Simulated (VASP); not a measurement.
Zr3S2:

```
CELL_PARAMETERS angstrom
2.90254 1.67578 3.48777
-2.90254 1.67578 3.48777
0.00000 -3.35156 3.48777
ATOMIC_POSITIONS crystal
Zr 0.83873 0.50000 0.16127
Zr 0.50000 0.16127 0.83873
Zr 0.16127 0.83873 0.50000
S 0.66502 0.66502 0.66502
S 0.33498 0.33498 0.33498
```

- Program: VASP 6.6.1
- Task: relaxation of cell and atoms
- Functional: PBEsol
- Potentials or basis: VASP PAW PBE potentials, release 64 (Zr_sv, S)
- Cutoff: 600 eV
- k mesh: 6 × 6 × 6
- Occupations: fermi-dirac, width 0.05 eV
- Spin: no spin polarisation
- Hubbard terms: Zr d U = 6.0 eV

At the start: pressure 5.8 GPa; volume 20.36 Å³/atom.

Problem. Where does the relaxation end?

Solution. Over 8 steps the energy falls by 16.7 meV/atom and the volume is 21.30 Å³/atom (+4.6 %); space group R32 (No. 155, to 0.1 Å) before and after.

Step by step:
```tsv
step	energy change (eV)	largest force (eV/Å)	pressure (GPa)	volume (Å³)
1	0.0000	0.1361	5.76	101.79
2	0.0521	0.1885	-6.25	112.95
3	-0.0815	0.0949	-0.13	106.50
4	-0.0815	0.0954	-0.02	106.40
5	-0.0834	0.0261	0.03	106.40
6	-0.0835	0.0096	0.05	106.39
7	-0.0835	0.0077	0.04	106.39
8	-0.0835	0.0042	-0.05	106.48
```

Final structure:
```
Zr S
1.0
     2.93822    1.69638    3.56037
    -2.93822    1.69638    3.56037
     0.00000   -3.39277    3.56037
Zr S
3 2
Direct
  0.83787 0.50000 0.16213
  0.50000 0.16213 0.83787
  0.16213 0.83787 0.50000
  0.66422 0.66422 0.66422
  0.33578 0.33578 0.33578
```

Caveat: the PAW data sets were made with another functional, which shifts forces and pressure a little; U without spin polarisation on a metal has little footing.
